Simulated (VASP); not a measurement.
# Ge in VASP: a series of runs, part 2 of 2

VASP 6.6.1.

**3. Single point, PBEsol (strained and its atoms moved)**

Input file INCAR:

```
ALGO = Normal
EDIFF = 1E-6
ENCUT = 520
GGA = PS
ISIF = 2
ISMEAR = 0
LASPH = True
LCHARG = False
LREAL = False
LWAVE = False
NBANDS = 21
NELM = 100
PREC = Accurate
SIGMA = 0.1
```

Input file KPOINTS:

```
k-points
0
Gamma
  14 14 8
```

Input file POSCAR:

```
Ge
1.0
    1.5751337822     -2.4925107332     -0.0063986276
    1.5751337822      2.4925107332     -0.0063986276
   -0.0203286619      0.0000000000      4.9295114062
Ge
2
Direct
    0.6376481785      0.3623518215      0.2500000000
    0.3623518215      0.6376481785      0.7500000000
```

Potentials or basis: VASP PAW PBE potentials, release 64 (Ge_d).

Launch:

```console
$ cat potpaw_PBE.64/Ge_d/POTCAR > POTCAR
$ mpirun -np 1 vasp_std > vasp.out
```

OUTCAR:

```text
EDIFF = 1E-6
   ENCUT = 520
   GGA = PS
   ISIF = 2
   ISMEAR = 0
   LASPH = True
   LREAL = False
   NELM = 100
   PREC = Accurate

 ion  position               nearest neighbor table
   1  0.638  0.362  0.250-   2 2.82   2 2.82
   2  0.362  0.638  0.750-   1 2.82   1 2.82

  LATTYP: Found a base centered monoclinic cell.
 ALAT       =     3.1502935573
 B/A-ratio  =     1.5823990291
 C/A-ratio  =     1.5647917354
 COS(beta)  =    -0.0081860080

  Lattice vectors:

 A1 = (   1.5751337822,  -2.4925107332,  -0.0063986276)
 A2 = (   1.5751337822,   2.4925107332,  -0.0063986276)
 A3 = (  -0.0203286619,   0.0000000000,   4.9295114062)

Analysis of symmetry for initial positions (statically):
=====================================================================
 Subroutine PRICEL returns:
 Original cell was already a primitive cell.

 Routine SETGRP: Setting up the symmetry group for a
 base centered monoclinic supercell.

 Subroutine GETGRP returns: Found  4 space group operations
 (whereof  2 operations were pure point group operations)
 out of a pool of  4 trial point group operations.

The static configuration has the point symmetry S_2 .
 The point group associated with its full space group is C_2h.

Analysis of symmetry for dynamics (positions and initial velocities):
=====================================================================
 Subroutine PRICEL returns:
 Original cell was already a primitive cell.

 Routine SETGRP: Setting up the symmetry group for a
 base centered monoclinic supercell.

 Subroutine GETGRP returns: Found  4 space group operations
 (whereof  2 operations were pure point group operations)
 out of a pool of  4 trial point group operations.

The dynamic configuration has the point symmetry S_2 .
 The point group associated with its full space group is C_2h.

 Subroutine INISYM returns: Found  4 space group operations
 (whereof  2 operations are pure point group operations),
 and found     1 'primitive' translations

----------------------------------------------------------------------------------------

                                     Primitive cell

  volume of cell :      38.7062

  direct lattice vectors                    reciprocal lattice vectors
     1.575133782 -2.492510733 -0.006398628     0.317438672 -0.200600942  0.001309076
     1.575133782  2.492510733 -0.006398628     0.317438672  0.200600942  0.001309076
    -0.020328662  0.000000000  4.929511406     0.000824086  0.000000000  0.202863260

  length of vectors
     2.948507611  2.948507611  4.929553322     0.375512666  0.375512666  0.202864934

  position of ions in fractional coordinates (direct lattice)
     0.637648179  0.362351821  0.250000000
     0.362351821  0.637648179  0.750000000

  ion indices of the primitive-cell ions
   primitive index   ion index
                 1           1
                 2           2

----------------------------------------------------------------------------------------

 KPOINTS: k-points

Automatic generation of k-mesh.
 Grid dimensions read from file:
 generate k-points for:   14   14    8

 Generating k-lattice:

  Cartesian coordinates                     Fractional coordinates (reciprocal lattice)
     0.022674191 -0.014328639  0.000093505     0.071428571 -0.000000000  0.000000000
     0.022674191  0.014328639  0.000093505    -0.000000000  0.071428571  0.000000000
     0.000103011  0.000000000  0.025357907    -0.000000000 -0.000000000  0.125000000

  Length of vectors
     0.026822333  0.026822333  0.025358117

  Shift w.r.t. Gamma in fractional coordinates (k-lattice)
     0.000000000  0.000000000  0.000000000

 Subroutine IBZKPT returns following result:
 ===========================================

 Found    429 irreducible k-points:

 Following reciprocal coordinates:
            Coordinates               Weight
  0.000000  0.000000  0.000000      1.000000
  0.071429  0.000000 -0.000000      4.000000
  0.142857  0.000000 -0.000000      4.000000
  0.214286  0.000000 -0.000000      4.000000
  0.285714  0.000000 -0.000000      4.000000
  0.357143  0.000000 -0.000000      4.000000
[... 16 lines left out ...]
  0.214286  0.142857 -0.000000      4.000000
  0.285714  0.142857 -0.000000      4.000000
 [... further k-points ...]
   k-points           NKPTS =    429   k-points in BZ     NKDIM =    429   number of bands    NBANDS=     21
   number of dos      NEDOS =    301   number of ions     NIONS =      2
   total plane-waves  NPLWV =  23040
   dimension x,y,z NGX =    24 NGY =   24 NGZ =   40
   dimension x,y,z NGXF=    48 NGYF=   48 NGZF=   80
   ions per type =               2
   NGX,Y,Z   is equivalent  to a cutoff of  13.53, 13.53, 13.49 a.u.
   NGXF,Y,Z  is equivalent  to a cutoff of  27.06, 27.06, 26.98 a.u.
 SYSTEM =  unknown system
   PREC   = accura    normal or accurate (medium, high low for compatibility)
   ISTART =      0    job   : 0-new  1-cont  2-samecut
   ICHARG =      2    charge: 1-file 2-atom 10-const
   ISPIN  =      1    spin polarized calculation?
   LNONCOLLINEAR =      F non collinear calculations
   LSORBIT =      F    spin-orbit coupling
   LASPH  =      T    aspherical Exc in radial PAW
   ENCUT  =  520.0 eV  38.22 Ry    6.18 a.u.   5.48  5.48  9.17*2*pi/ulx,y,z
   NELM   =    100;   NELMIN=  2; NELMDL= -5     # of ELM steps
   EDIFF  = 0.1E-05   stopping-criterion for ELM
   LREAL  =      F    real-space projection
   EDIFFG = 0.1E-04   stopping-criterion for IOM
   NSW    =      0    number of steps for IOM
   IBRION =     -1    ionic relax: 0-MD 1-quasi-New 2-CG
   NFREE  =      0    steps in history (QN), initial steepest desc. (CG)
   ISIF   =      2    stress and relaxation
   ISYM   =      2    0-nonsym 1-usesym 2-fastsym
   POTIM  = 0.5000    time-step for ionic-motion
   TEBEG  =    0.0;   TEEND  =   0.0 temperature during run
   PSTRESS=    0.0 pullay stress
   NELECT =      28.0000    total number of electrons
   NUPDOWN=      -1.0000    fix difference up-down
   EMIN   =  10.00;   EMAX   =-10.00  energy-range for DOS
   EFERMI =   0.00;   METHOD = LEGACY
   ISMEAR =     0;   SIGMA  =   0.10  broadening in eV -4-tet -1-fermi 0-gaus
   EFERMI_NEDOS =   21; number of points for ismear=-14 and -15
   IALGO  =     38    algorithm
   IMIX   =      4    mixing-type and parameters
     AMIX     =   0.40;   BMIX     =  1.00
     AMIX_MAG =   1.60;   BMIX_MAG =  1.00
  volume/ion in A,a.u.               =      19.35       130.60
  Fermi-wavevector in a.u.,A,eV,Ry     =   1.469605  2.777150 29.385012  2.159737
  Thomas-Fermi vector in A             =   2.584962
   LORBIT       =      0    0 simple, 1 ext, 2 COOP (PROOUT), +10 PAW based schemes
   GGA     = PS    functional components
   LHFCALC =     F    Hartree Fock is set to
   AEXX    =    0.0000 exact exchange contribution
   IVDW    =     0    specifies the selected vdW correction
   LEPSILON=     F    determine dielectric tensor
   LRPA    =     F    only Hartree local field effects (RPA)
 non-spin polarized calculation
 Gauss-broadening in eV      SIGMA  =   0.10
  energy-cutoff  :      520.00
  volume of cell :       38.71
 maximum number of plane-waves:      1062
 NGX is ok and might be reduce to    24
   NGX = 11   NGY = 11   NGZ = 19

 number of electron      28.0000017 magnetization

 Free energy of the ion-electron system (eV)
  ---------------------------------------------------
  ext. energy  EPLUGINS =         0.00000000
  ---------------------------------------------------
  free energy    TOTEN  =        -9.31233724 eV

  energy without entropy =       -9.30790988  energy(sigma->0) =       -9.31012356

 E-fermi :   6.3301     XC(G=0): -11.3009

 val. band max:        6.3214604921   @ k =   0.4286   0.2143   0.5000
 cond. band min:       6.3398234876   @ k =  -0.3571   0.2143   0.5000
 fundamental gap:      0.0183629955
 Fermi energy:         6.3300818110

 k-point     1 :       0.0000    0.0000    0.0000
  band No.  band energies     occupation
      1     -18.2911      2.00000
      2     -18.2875      2.00000
      3     -18.2849      2.00000
      4     -18.2762      2.00000
      5     -18.2490      2.00000
      6     -18.2392      2.00000
[... 13 lines left out ...]
     20      19.2957      0.00000
     21      20.0303      0.00000
[... 529 lines left out ...]
 k-point    24 :       0.2857    0.1429   -0.0000
  band No.  band energies     occupation
      1     -18.2969      2.00000
      2     -18.2829      2.00000
      3     -18.2675      2.00000
      4     -18.2510      2.00000
      5     -18.2467      2.00000
      6     -18.2287      2.00000
[... 13 lines left out ...]
     20      18.2312      0.00000
     21      20.5579      0.00000

 [... further k-points ...]

------------------------ aborting loop because EDIFF is reached ----------------------------------------

  FORCE on cell =-STRESS in cart. coord.  units (eV):
  Direction    XX          YY          ZZ          XY          YZ          ZX
  --------------------------------------------------------------------------------------
  -------------------------------------------------------------------------------------
  Total       -1.0977492     -1.0316885     -0.1314303      0.0000000      0.0000000      0.0457299
  in kB      -45.4394067    -42.7049370     -5.4403267      0.0000000      0.0000000      1.8929097
  external PRESSURE =     -31.1948901 kB  Pullay stress =       0.0000000 kB

 VOLUME and BASIS-vectors are now :
 -----------------------------------------------------------------------------
  energy-cutoff  :      520.00
  volume of cell :       38.71
      direct lattice vectors                 reciprocal lattice vectors
     1.575133782 -2.492510733 -0.006398628     0.317438672 -0.200600942  0.001309076
     1.575133782  2.492510733 -0.006398628     0.317438672  0.200600942  0.001309076
    -0.020328662  0.000000000  4.929511406     0.000824086  0.000000000  0.202863260

 POSITION                                       TOTAL-FORCE (eV/Angst)
 -----------------------------------------------------------------------------------
      1.57005     -0.68618      1.22598         0.000000      0.027515     -0.000000
      1.55989      0.68618      3.69073        -0.000000     -0.027515      0.000000
 -----------------------------------------------------------------------------------
    total drift:                                0.000000      0.000000      0.000000

  FREE ENERGIE OF THE ION-ELECTRON SYSTEM (eV)
  ---------------------------------------------------
  free  energy   TOTEN  =        -9.3123372402 eV

  energy  without entropy=       -9.3079098766  energy(sigma->0) =       -9.31012356
```

It took 84 s on 1 thread of Intel Xeon 6975P-C (Granite Rapids), shared host; peak memory 0.37 GiB.

Results:

```yaml
Free_energy: -9.3123 eV
Pressure: -3.1 GPa
Largest_force: 0.028 eV/Å
Band_gap_on_the_k_mesh: zero (bands 14 and 15 overlap by 9.05 eV)
```

Forces on the atoms (eV/Å):
```
Ge   0.000  0.028  0.000
Ge   0.000 -0.028  0.000
```

Stress tensor (GPa, compression positive):
```
-4.54  0.00  0.19
 0.00 -4.27  0.00
 0.19  0.00 -0.54
```

Caveat: the cell differs from its parent crystal (strained and its atoms moved); the cell stands under tension; the PAW data sets were made with another functional, which shifts forces and pressure a little.

**4. Single point, PBEsol (strained and its atoms moved)**

Input file INCAR:

```
PREC     = Accurate       # precision mode
ENCUT    = 520            # plane-wave cutoff, eV
EDIFF    = 1E-7           # SCF threshold, eV
ISMEAR   = 0              # smearing method
SIGMA    = 0.1            # smearing width, eV
LREAL    = False          # projectors in reciprocal space
LASPH    = True           # aspherical terms in the spheres
NELM     = 60             # most SCF steps
ALGO     = Normal         # electronic algorithm
ISIF     = 2              # what is computed and relaxed
LWAVE    = False          # write WAVECAR
LCHARG   = False          # write CHGCAR
GGA      = PS             # functional
NBANDS   = 21             # bands
```

Input file KPOINTS:

```
regular mesh
0
Gamma
  14 14 8
```

Input file POSCAR:

```
Ge
1.0
    1.4080792877     -2.4783854027      0.0000000000
    1.4644878398      2.5107356732      0.0000000000
    0.0000000000      0.0000000000      4.6959681742
Ge
2
Direct
    0.6309817673      0.3551344501      0.2500000000
    0.3690182327      0.6448655499      0.7500000000
```

Launch:

```console
$ cat potpaw_PBE.64/Ge_d/POTCAR > POTCAR
$ mpirun -np 1 vasp_std > vasp.out
```

Wall time 89 s (1 thread of Intel Xeon 6975P-C (Granite Rapids), shared host); peak memory 0.37 GiB.

The run converged. Its results:

- Free energy: -9.2540 eV
- Pressure: 8.2 GPa
- Largest force: 0.057 eV/Å
- Band gap on the k mesh: zero (bands 14 and 15 overlap by 10.32 eV)

Forces in eV/Å, atoms in the order of the input:
```
Ge  -0.033  0.046  0.000
Ge   0.033 -0.046  0.000
```

Stress tensor (GPa, compression positive):
```
 4.85  0.57  0.00
 0.57  7.83  0.00
 0.00  0.00 11.86
```

Levels at points of the mesh, in eV from the Fermi level:
```tsv
k point	band 11	band 12	band 13	band 14	band 15	band 16	band 17	band 18
(0.00, 0.00, 0.00)	-14.18	-8.09	-6.26	7.18	8.32	8.92	10.27	10.40
(0.50, 0.00, 0.00)	-8.72	-7.06	-2.42	-1.58	-1.43	2.01	2.66	5.75
(0.00, 0.50, 0.00)	-8.97	-7.32	-2.60	-1.71	-1.57	1.63	3.37	6.21
(0.50, 0.50, 0.00)	-8.24	-8.03	-2.16	-1.89	-0.28	0.11	2.98	6.93
(0.00, 0.00, 0.50)	-12.47	-12.47	1.41	1.41	8.54	8.54	9.04	9.04
(0.50, 0.00, 0.50)	-7.11	-7.11	-5.19	-5.19	4.07	4.07	5.50	5.50
(0.00, 0.50, 0.50)	-7.38	-7.38	-5.37	-5.37	4.53	4.53	5.71	5.71
(0.50, 0.50, 0.50)	-6.93	-6.93	-5.73	-5.73	4.65	4.65	5.32	5.32
```

Caveat: the cell differs from its parent crystal (strained and its atoms moved); the cell stands under pressure; the PAW data sets were made with another functional, which shifts forces and pressure a little.

**5. Overview**

| cell | gap on the mesh (eV) | pressure (GPa) | largest force (eV/Å) |
| --- | --- | --- | --- |
| a = 2.972, b = 2.972, c = 4.708 Å, angles 90.6, 90.6, 121.0°, 2 atoms, atomic positions A | none | 3.0 | 0.04 |
| a = 2.949, b = 2.949, c = 4.930 Å, angles 90.3, 90.3, 115.4°, 2 atoms, atomic positions B | none | -3.1 | 0.03 |
| a = 2.850, b = 2.907, c = 4.696 Å, angles 90.0, 90.0, 120.1°, 2 atoms, atomic positions C | none | 8.2 | 0.06 |

Alike in all rows: task single point; level PBEsol; potentials or basis VASP PAW PBE potentials, release 64 (Ge_d); no spin polarisation; k mesh 14 × 14 × 8; cutoff (eV) 520; smearing gaussian 0.1 eV.

Caveats: the PAW data sets were made with another functional, which shifts forces and pressure a little; the cell stands under pressure (at least some runs); the cell stands under tension (at least some runs).

Absolute energies hang on the potentials; compare differences alone.
